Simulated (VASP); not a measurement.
Si: single point with PBE

Si:

```
CELL_PARAMETERS angstrom
0.00000 2.72185 2.72185
2.72185 0.00000 2.72185
2.72185 2.72185 0.00000
ATOMIC_POSITIONS crystal
Si 0.50000 0.50000 0.50000
Si 0.75000 0.75000 0.75000
```

```yaml
Program: VASP 6.6.1
Task: single point
Functional: PBE
Potentials_or_basis: VASP PAW PBE potentials, release 64 (Si)
Cutoff: 520 eV
k_mesh: 8 × 8 × 8
Occupations: gaussian, width 0.05 eV
Spin: no spin polarisation
```

The pressure is 1.3 GPa. The band gap on the k mesh is 0.63 eV, indirect (least direct gap 2.56 eV).

Levels at points of the mesh, in eV from the valence-band top:
| k point | band 2 | band 3 | band 4 | band 5 | band 6 | band 7 |
| --- | --- | --- | --- | --- | --- | --- |
| (0.00, 0.00, 0.00) | 0.00 | 0.00 | 0.00 | 2.56 | 2.56 | 2.56 |
| (0.50, 0.00, 0.00) | -6.93 | -1.19 | -1.19 | 1.51 | 3.34 | 3.34 |
| (0.50, 0.50, 0.00) | -7.79 | -2.83 | -2.83 | 0.72 | 0.72 | 10.05 |

It took 6.2 s on 1 thread of Intel(R) Xeon(R) 6975P-C (Granite Rapids), with other jobs on the host, peak memory 0.15 GiB.

A k mesh can miss the band edges.
